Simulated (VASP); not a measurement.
# CoBr: single point with PBE

CoBr:

```
Co Br
1.0
     3.24488    0.00000    0.00000
     0.00000    3.24488    0.00000
     0.00000    0.00000    3.24488
Co Br
1 1
Cartesian
  0.0000 0.0000 0.0000
  1.6224 1.6224 1.6224
```

* Program: VASP 6.6.1
* Task: single point
* Functional: PBE
* Potentials or basis: VASP PAW PBE potentials, release 64 (Co, Br)
* Cutoff: 520 eV
* k mesh: 6 × 6 × 6
* Occupations: gaussian, width 0.1 eV
* Spin: collinear spin, ferromagnetic start
* Starting moments: [2.18, 0.13] μB

The pressure is 0.2 GPa. The band gap on the k mesh is zero (filled and empty bands overlap), the net moment is 2.01 μB per cell and the site moments are Co +1.90; Br +0.17 μB. The valence electrons inside the program's atomic spheres are Co 7.78; Br 4.85.

Levels at points of the mesh, in eV from the Fermi level:
Spin up:
```tsv
k point	band 5	band 6	band 7	band 8	band 9	band 10	band 11	band 12	band 13	band 14
(0.00, 0.00, 0.00)	-2.92	-2.92	-1.98	-1.98	-1.98	-0.55	6.32	6.32	12.81	12.81
(0.50, 0.00, 0.00)	-2.66	-1.93	-1.64	-0.57	-0.57	3.26	5.34	6.78	7.55	7.55
(0.50, 0.50, 0.00)	-2.29	-2.29	-2.16	-2.03	-1.62	0.35	8.31	8.31	8.46	11.47
(0.50, 0.50, 0.50)	-1.61	-1.61	-0.80	-0.80	-0.80	1.63	1.63	1.63	4.64	18.80
```
Spin down:
| k point | band 4 | band 5 | band 6 | band 7 | band 8 | band 9 | band 10 | band 11 |
| --- | --- | --- | --- | --- | --- | --- | --- | --- |
| (0.00, 0.00, 0.00) | -3.18 | -1.52 | -1.52 | -0.36 | -0.09 | -0.09 | -0.09 | 6.70 |
| (0.50, 0.00, 0.00) | -3.21 | -1.11 | -0.01 | 0.16 | 0.90 | 0.90 | 3.27 | 5.71 |
| (0.50, 0.50, 0.00) | -2.05 | -1.86 | -0.52 | -0.52 | -0.41 | 0.25 | 1.35 | 8.39 |
| (0.50, 0.50, 0.50) | -6.20 | 0.27 | 0.27 | 0.96 | 0.96 | 0.96 | 1.62 | 1.62 |

Run time: 12 s on 1 thread of Intel Xeon 6975P-C (shared host), peak memory 0.16 GiB.

Caveat: semilocal functionals often make such compounds metallic where correlation or magnetic order opens a gap, which also shifts bond lengths.
